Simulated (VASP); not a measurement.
# Mo3P4 (P-43m) in VASP: further runs, part 2 of 2

VASP 6.6.1.

## Step 4: Single point, PBE

This run uses another cell than the first one, of 17.40 Å³/atom, 1.009 times its volume.

Input file INCAR:

```
SYSTEM = Mo3P4
ALGO = Normal
EDIFF = 1E-6
ENCUT = 520
GGA = PE
ISIF = 2
ISMEAR = 0
LASPH = .TRUE.
LCHARG = .FALSE.
LREAL = .FALSE.
LWAVE = .FALSE.
NBANDS = 40
NELM = 80
PREC = Accurate
SIGMA = 0.1
```

Input file KPOINTS:

```
k-points
0
G
  8 8 8
  0 0 0
```

Input file POSCAR:

```
Mo3P4
1.0
    4.9574121092      0.0000000000      0.0000000000
    0.0000000000      4.9574121092      0.0000000000
    0.0000000000      0.0000000000      4.9574121092
Mo P
3 4
Direct
    0.0000000000      0.0000000000      0.5000000000
    0.5000000000      0.0000000000      0.0000000000
    0.0000000000      0.5000000000      0.0000000000
    0.6952096551      0.3047903449      0.3047903449
    0.3047903449      0.6952096551      0.3047903449
    0.3047903449      0.3047903449      0.6952096551
    0.6952096551      0.6952096551      0.6952096551
```

Potentials or basis: VASP PAW PBE potentials, release 64 (Mo_sv, P).

The run is started by

```sh
$ cat potpaw_PBE.64/Mo_sv/POTCAR potpaw_PBE.64/P/POTCAR > POTCAR
$ mpirun -np 1 vasp_std > vasp.out
```

OUTCAR:

```text
SYSTEM = Mo3P4
   EDIFF = 1E-6
   ENCUT = 520
   GGA = PE
   ISIF = 2
   ISMEAR = 0
   LASPH = .TRUE.
   LREAL = .FALSE.
   NELM = 80
   PREC = Accurate

 ion  position               nearest neighbor table
   1  0.000  0.000  0.500-   4 2.35   5 2.35   6 2.35   7 2.35
   2  0.500  0.000  0.000-   4 2.35   5 2.35   6 2.35   7 2.35
   3  0.000  0.500  0.000-   4 2.35   5 2.35   6 2.35   7 2.35
   4  0.695  0.305  0.305-   1 2.35   2 2.35   3 2.35   5 2.74   6 2.74   7 2.74
   5  0.305  0.695  0.305-   1 2.35   2 2.35   3 2.35   4 2.74   6 2.74   7 2.74
   6  0.305  0.305  0.695-   1 2.35   2 2.35   3 2.35   4 2.74   5 2.74   7 2.74
   7  0.695  0.695  0.695-   1 2.35   2 2.35   3 2.35   4 2.74   5 2.74   6 2.74

  LATTYP: Found a simple cubic cell.
 ALAT       =     4.9574121092

  Lattice vectors:

 A1 = (   4.9574121092,   0.0000000000,   0.0000000000)
 A2 = (   0.0000000000,   4.9574121092,   0.0000000000)
 A3 = (   0.0000000000,   0.0000000000,   4.9574121092)

Analysis of symmetry for initial positions (statically):
=====================================================================
 Subroutine PRICEL returns:
 Original cell was already a primitive cell.

 Routine SETGRP: Setting up the symmetry group for a
 simple cubic supercell.

 Subroutine GETGRP returns: Found 24 space group operations
 (whereof 24 operations were pure point group operations)
 out of a pool of 48 trial point group operations.

The static configuration has the point symmetry T_d .

Analysis of symmetry for dynamics (positions and initial velocities):
=====================================================================
 Subroutine PRICEL returns:
 Original cell was already a primitive cell.

 Routine SETGRP: Setting up the symmetry group for a
 simple cubic supercell.

 Subroutine GETGRP returns: Found 24 space group operations
[... 134 lines left out ...]
  volume/ion in A,a.u.               =      17.40       117.45
  Fermi-wavevector in a.u.,A,eV,Ry     =   1.307024  2.469918 23.243007  1.708313
  Thomas-Fermi vector in A             =   2.437787
   LORBIT       =      0    0 simple, 1 ext, 2 COOP (PROOUT), +10 PAW based schemes
   GGA     = PE    functional components
   LHFCALC =     F    Hartree Fock is set to
   AEXX    =    0.0000 exact exchange contribution
   IVDW    =     0    specifies the selected vdW correction
   LEPSILON=     F    determine dielectric tensor
   LRPA    =     F    only Hartree local field effects (RPA)
 non-spin polarized calculation
 Gauss-broadening in eV      SIGMA  =   0.10
  energy-cutoff  :      520.00
  volume of cell :      121.83
 maximum number of plane-waves:      3328
 NGX is ok and might be reduce to    40
   NGX = 19   NGY = 19   NGZ = 19

 number of electron      62.0000002 magnetization

 Free energy of the ion-electron system (eV)
  ---------------------------------------------------
  ext. energy  EPLUGINS =         0.00000000
  ---------------------------------------------------
  free energy    TOTEN  =       -52.59438624 eV

  energy without entropy =      -52.55804024  energy(sigma->0) =      -52.57621324

 E-fermi :   8.3923     XC(G=0): -11.3503

 val. band max:        8.3723692298   @ k =   0.0000   0.0000   0.0000
 cond. band min:       8.3938587323   @ k =   0.3750   0.2500   0.1250
 fundamental gap:      0.0214895025
 Fermi energy:         8.3922932509

 k-point     1 :       0.0000    0.0000    0.0000
  band No.  band energies     occupation
      1     -52.4088      2.00000
      2     -52.3934      2.00000
      3     -52.3934      2.00000
      4     -26.6160      2.00000
      5     -26.6160      2.00000
      6     -26.6160      2.00000
[... 1021 lines left out ...]
     39      11.7940      0.00000
     40      11.9905      0.00000

 [... further k-points ...]

------------------------ aborting loop because EDIFF is reached ----------------------------------------

  FORCE on cell =-STRESS in cart. coord.  units (eV):
  Direction    XX          YY          ZZ          XY          YZ          ZX
  --------------------------------------------------------------------------------------
  -------------------------------------------------------------------------------------
  Total        0.0082386      0.0082386      0.0082386      0.0000000      0.0000000      0.0000000
  in kB        0.1083419      0.1083419      0.1083419      0.0000000      0.0000000      0.0000000
  external PRESSURE =       0.1083419 kB  Pullay stress =       0.0000000 kB

 VOLUME and BASIS-vectors are now :
 -----------------------------------------------------------------------------
  energy-cutoff  :      520.00
  volume of cell :      121.83
      direct lattice vectors                 reciprocal lattice vectors
     4.957412109  0.000000000  0.000000000     0.201718150  0.000000000  0.000000000
     0.000000000  4.957412109  0.000000000     0.000000000  0.201718150  0.000000000
     0.000000000  0.000000000  4.957412109     0.000000000  0.000000000  0.201718150

 POSITION                                       TOTAL-FORCE (eV/Angst)
 -----------------------------------------------------------------------------------
      0.00000      0.00000      2.47871         0.000000     -0.000000      0.000000
      2.47871      0.00000      0.00000         0.000000     -0.000000      0.000000
      0.00000      2.47871      0.00000         0.000000     -0.000000      0.000000
      3.44644      1.51097      1.51097        -0.001716      0.001716      0.001716
      1.51097      3.44644      1.51097         0.001716     -0.001716      0.001716
      1.51097      1.51097      3.44644         0.001716      0.001716     -0.001716
      3.44644      3.44644      3.44644        -0.001716     -0.001716     -0.001716
 -----------------------------------------------------------------------------------
    total drift:                               -0.000000     -0.000000      0.000000

  FREE ENERGIE OF THE ION-ELECTRON SYSTEM (eV)
  ---------------------------------------------------
  free  energy   TOTEN  =       -52.5943862366 eV

  energy  without entropy=      -52.5580402394  energy(sigma->0) =      -52.57621324
```

OSZICAR:

```text
N       E                     dE             d eps       ncg     rms          rms(c)
DAV:   1     0.554506611545E+03    0.55451E+03   -0.35357E+04  3048   0.148E+03
DAV:   2    -0.296469960404E+02   -0.58415E+03   -0.56402E+03  3168   0.405E+02
DAV:   3    -0.558948884094E+02   -0.26248E+02   -0.24913E+02  3664   0.745E+01
DAV:   4    -0.564362001929E+02   -0.54131E+00   -0.53803E+00  3312   0.101E+01
DAV:   5    -0.564481753201E+02   -0.11975E-01   -0.11967E-01  3536   0.146E+00    0.305E+01
DAV:   6    -0.537668816641E+02    0.26813E+01   -0.30716E+01  3128   0.240E+01    0.829E+00
DAV:   7    -0.527400421962E+02    0.10268E+01   -0.75780E+00  3120   0.122E+01    0.735E+00
DAV:   8    -0.525952998195E+02    0.14474E+00   -0.72501E-01  3240   0.401E+00    0.190E+00
DAV:   9    -0.525961248731E+02   -0.82505E-03   -0.79230E-02  3472   0.104E+00    0.533E-01
DAV:  10    -0.525947968801E+02    0.13280E-02   -0.20417E-02  3264   0.695E-01    0.215E-01
DAV:  11    -0.525943693674E+02    0.42751E-03   -0.22684E-03  3256   0.249E-01    0.650E-02
DAV:  12    -0.525943807899E+02   -0.11423E-04   -0.86181E-05  3392   0.404E-02    0.257E-02
DAV:  13    -0.525943862591E+02   -0.54692E-05   -0.20384E-05  3440   0.228E-02    0.956E-03
DAV:  14    -0.525943862366E+02    0.22561E-07   -0.24463E-06  2760   0.853E-03
   1 F= -.52594386E+02 E0= -.52576213E+02  d E =-.363460E-01
```

stdout:

```text
POSCAR found type information on POSCAR MoP
 POSCAR found :  2 types and       7 ions
 scaLAPACK will be used
 LDA part: xc-table for (Slater+PW92), standard interpolation
 POSCAR, INCAR and KPOINTS ok, starting setup
 FFT: planning ... GRIDC
 FFT: planning ... GRID_SOFT
 FFT: planning ... GRID
 WAVECAR not read
 entering main loop
```

Wall time 3.7 min (1 thread of Intel Xeon Platinum 8488C (Sapphire Rapids), shared host); peak memory 0.31 GiB.

What came out:

- Free energy: -52.5944 eV
- Pressure: 0.0 GPa
- Band gap on the k mesh: zero (band 31 reaches 9.15 eV, above the bottom of band 32 at 8.09 eV)

Forces on the atoms (eV/Å):
```
Mo   0.000  0.000  0.000
Mo   0.000  0.000  0.000
Mo   0.000  0.000  0.000
P   -0.002  0.002  0.002
P    0.002 -0.002  0.002
P    0.002  0.002 -0.002
P   -0.002 -0.002 -0.002
```

Levels at points of the mesh, in eV from the Fermi level:
```csv
k point,band 28,band 29,band 30,band 31,band 32,band 33,band 34,band 35
"(0.00, 0.00, 0.00)",-0.75,-0.75,-0.02,-0.02,0.86,0.86,0.86,1.08
"(0.50, 0.00, 0.00)",-1.55,-1.53,-0.52,-0.30,-0.30,0.44,0.71,1.38
"(0.50, 0.50, 0.00)",-1.10,-0.75,-0.67,0.11,0.11,0.72,0.72,0.73
"(0.50, 0.50, 0.50)",-1.89,-0.53,0.75,0.75,0.75,1.57,1.57,1.57
```

## Step 5: Overview

| cell | k mesh | gap on the mesh (eV) | pressure (GPa) | largest force (eV/Å) |
| --- | --- | --- | --- | --- |
| a = 4.943 Å, 7 atoms | 4 × 4 × 4 | none | 0.0 | 0.01 |
| a = 5.240 Å, 7 atoms | 4 × 4 × 4 | none | -4.1 | 0.25 |
| a = 4.957 Å, 7 atoms | 8 × 8 × 8 | none | 0.0 | - |

Alike in all rows: task single point; level PBE; potentials or basis VASP PAW PBE potentials, release 64 (Mo_sv, P); no spin polarisation; cutoff (eV) 520; smearing gaussian 0.1 eV.

Total energies depend on the potentials used, so only differences within one code and one set of settings carry meaning.
